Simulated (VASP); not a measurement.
A run of VASP 6.6.1:

INCAR

```
ALGO = Normal
EDIFF = 1E-6
ENCUT = 520
GGA = PE
ISIF = 2
ISMEAR = -1
LASPH = T
LCHARG = F
LREAL = F
LWAVE = F
NBANDS = 18
NELM = 100
PREC = Accurate
SIGMA = 0.05
```

The input KPOINTS:

```
k-points
0
Gamma
  11 11 11
```

The input POSCAR:

```
HfO2
1.0
    0.0000000000      2.4424090272      2.4424090272
    2.4424090272      0.0000000000      2.4424090272
    2.4424090272      2.4424090272      0.0000000000
Hf O
1 2
Direct
    0.0000000000      0.0000000000      0.0000000000
    0.2500000000      0.2500000000      0.2500000000
    0.7500000000      0.7500000000      0.7500000000
```

Potentials or basis: VASP PAW PBE potentials, release 64 (Hf_pv, O).

Command:

```bash
$ cat potpaw_PBE.64/Hf_pv/POTCAR potpaw_PBE.64/O/POTCAR > POTCAR
$ mpirun -np 1 vasp_std > vasp.out
```

Hardware: 1 thread of Intel(R) Xeon(R) 6975P-C (Granite Rapids) (shared host).

How long does it take, and how much memory?

It took 28 s on 1 thread of Intel(R) Xeon(R) 6975P-C (Granite Rapids), with other jobs on the host, peak memory 0.17 GiB. Counts: scf iterations 14, k points 56.
